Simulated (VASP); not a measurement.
A run of VASP 6.6.1:

File INCAR:

```
SYSTEM = Rb
PREC = Accurate
ENCUT = 520
EDIFF = 1E-6
ISMEAR = 0
SIGMA = 0.15
LREAL = .False.
LASPH = .True.
NELM = 60
ALGO = Fast
ISIF = 2
LWAVE = .False.
LCHARG = .False.
GGA = PE
NBANDS = 10
```

File KPOINTS:

```
regular mesh
0
Gamma
  12 12 12
  0 0 0
```

Contents of POSCAR:

```
Rb
1.0
   -2.9545118615      2.8658765057      2.7308451955
    2.9545118615     -2.8658765057      2.7308451955
    2.9545118615      2.8658765057     -2.7308451955
Rb
1
Direct
    0.0000000000      0.0000000000      0.0000000000
```

Potentials or basis: VASP PAW PBE potentials, release 64 (Rb_sv).

Command:

```console
$ cat potpaw_PBE.64/Rb_sv/POTCAR > POTCAR
$ mpirun -np 1 vasp_std > vasp.out
```

Hardware: 1 thread of AMD EPYC 9755 128-Core Processor (shared host).

Question: Estimate the wall time of this run.

Answer: Run time: 5.8 min on 1 thread of AMD EPYC 9755 128-Core Processor (shared host), peak memory 0.37 GiB. Counts: scf iterations 11, k points 280.
